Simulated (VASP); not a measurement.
KBr, 2 atoms in the cell. It takes space group Pm-3m (No. 221, cubic). The conventional cell has a = 3.991 Å, b = 3.991 Å, c = 3.991 Å, α = 90.00°, β = 90.00°, γ = 90.00°. K (site symmetry m-3m) has 8 Br at 3.46 Å and 6 K at 3.99 Å within 4.5 Å. Within 4.5 Å of Br (site symmetry m-3m) lie 8 K at 3.46 Å and 6 Br at 3.99 Å.  This cell differs from its parent crystal: strain +0.4%.

- Program: VASP 6.6.1
- Task: single point
- Functional: PBE
- Potentials or basis: VASP PAW PBE potentials, release 64 (K_sv, Br)
- Cutoff: 500 eV
- k mesh: 6 × 6 × 6
- Occupations: fermi-dirac, width 0.02 eV
- Spin: no spin polarisation
- Dipole correction: no
- Further INCAR settings: ALGO = Normal; EDIFF = 1e-06; NBANDS = 15

Potentials or basis: VASP PAW PBE potentials, release 64 (K_sv, Br).

Command:

```sh
$ cat potpaw_PBE.64/K_sv/POTCAR potpaw_PBE.64/Br/POTCAR > POTCAR
$ mpirun -np 1 vasp_std > vasp.out
```

Hardware: 1 thread of Intel(R) Xeon(R) Platinum 8488C (Sapphire Rapids), on a shared host.

Problem. How long does it take, and how much memory?

Solution. It took 8.7 s on 1 thread of Intel(R) Xeon(R) Platinum 8488C (Sapphire Rapids), on a shared host, peak memory 0.17 GiB. Counts: scf iterations 12, k points 20.
